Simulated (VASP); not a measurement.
Here is a VASP 6.6.1 calculation.

Contents of INCAR:

```
  ALGO = Normal
  EDIFF = 1E-6
  ENCUT = 500
  GGA = PS
  GGA_COMPAT = F
  ISIF = 2
  ISMEAR = 0
  LASPH = T
  LCHARG = F
  LREAL = F
  LWAVE = F
  NBANDS = 23
  NELM = 120
  PREC = Accurate
  SIGMA = 0.1
```

Contents of KPOINTS:

```
k-points
0
Gamma
  6 6 4
```

The input POSCAR:

```
TiB
1.0
    2.9712630000      0.0000000000      0.0000000000
   -1.4856310000      2.5731890000      0.0000000000
    0.0000000000      0.0000000000      4.8520520000
Ti B
2 2
Direct
    0.0000000000      0.0000000000      0.0000000000
    0.3333333300      0.6666666700      0.5000000000
    0.0000000000      0.0000000000      0.3750000000
    0.3333333300      0.6666666700      0.8750000000
```

Potentials or basis: VASP PAW PBE potentials, release 64 (Ti_sv, B).

The run is started by

```bash
$ cat potpaw_PBE.64/Ti_sv/POTCAR potpaw_PBE.64/B/POTCAR > POTCAR
$ mpirun -np 1 vasp_std > vasp.out
```

(1) Predict the band gap on the k mesh.

(2) Predict the largest force.

(3) Estimate the pressure.

Answers

(1) zero (bands 15 and 16 overlap by 2.91 eV).

(2) 0.957 eV/Å.

(3) 114.1 GPa.

Caveat: the k points lie up to 0.41 Å⁻¹ apart, too coarse for converged energies and pressures of a metal; the PAW data sets were made with another functional, which shifts forces and pressure a little.
